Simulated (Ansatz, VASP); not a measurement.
K in VASP and in Ansatz

```
CELL_PARAMETERS angstrom
0.00000 3.39187 3.39187
3.39187 0.00000 3.39187
3.39187 3.39187 0.00000
ATOMIC_POSITIONS crystal
K 0.00000 0.00000 0.00000
```

Alike in both runs: task single point; functional PBE; k mesh 7 × 7 × 7; occupations fermi-dirac, width 0.05 eV; no spin polarisation.

```csv
,VASP,Ansatz
version,VASP 6.6.1,Ansatz 0.2.0
potentials or method,"VASP PAW PBE potentials, release 64 (K_sv)",Ansatz PAW
plane-wave cutoff (eV),520,420
valence electrons in the cell,9,9
```

|  | VASP | Ansatz | Ansatz less VASP |
| --- | --- | --- | --- |
| gap on the k mesh at the Fermi level (eV) | none | none | - |
| pressure (GPa) | -0.2 | -0.2 | +0.01 |

A gap of «none» marks a metal or a gap that the smearing closes. The functional is the same, so the differences come from potentials, cutoffs and numerics.
